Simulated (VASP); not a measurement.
Si: vibrations by perturbation theory with PBE

Crystal: Si.

```
CELL_PARAMETERS angstrom
0.00000 2.73505 2.73505
2.73505 0.00000 2.73505
2.73505 2.73505 0.00000
ATOMIC_POSITIONS crystal
Si 0.75000 0.75000 0.75000
Si 0.50000 0.50000 0.50000
```

```
Program                : VASP 6.6.1
Task                   : vibrations by perturbation theory
Functional             : PBE
Potentials or basis    : VASP PAW PBE potentials, release 64 (Si)
Cutoff                 : 520 eV
k mesh                 : 10 × 10 × 10
Occupations            : gaussian, width 0.01 eV
Spin                   : no spin polarisation
Dipole correction      : no
Further INCAR settings : ALGO = Normal; EDIFF = 1e-08; NBANDS = 11; IBRION = 8; NSW = 1
```

| Item | Value |
| --- | --- |
| Electronic dielectric tensor (diagonal) | 13.39 |
| Born charges (mean of the diagonal) | Si +0.00 e |
| Highest phonon frequency at Γ | 502 cm⁻¹ |

Phonon frequencies in cm⁻¹ (negative: imaginary):
| q point | frequencies |
| --- | --- |
| (0.000, 0.000, 0.000) | 0 0 0 502 502 502 |

Electronic dielectric tensor:
```
13.39  0.00  0.00
 0.00 13.39  0.00
 0.00  0.00 13.39
```

Born effective charge tensors (e):
atom 1, Si
```
0.00 0.00 0.00
0.00 0.00 0.00
0.00 0.00 0.00
```
atom 2, Si
```
0.00 0.00 0.00
0.00 0.00 0.00
0.00 0.00 0.00
```

Wall time 11 min on 1 thread of Intel Xeon 8259CL, on a shared host, peak memory 0.3 GiB.
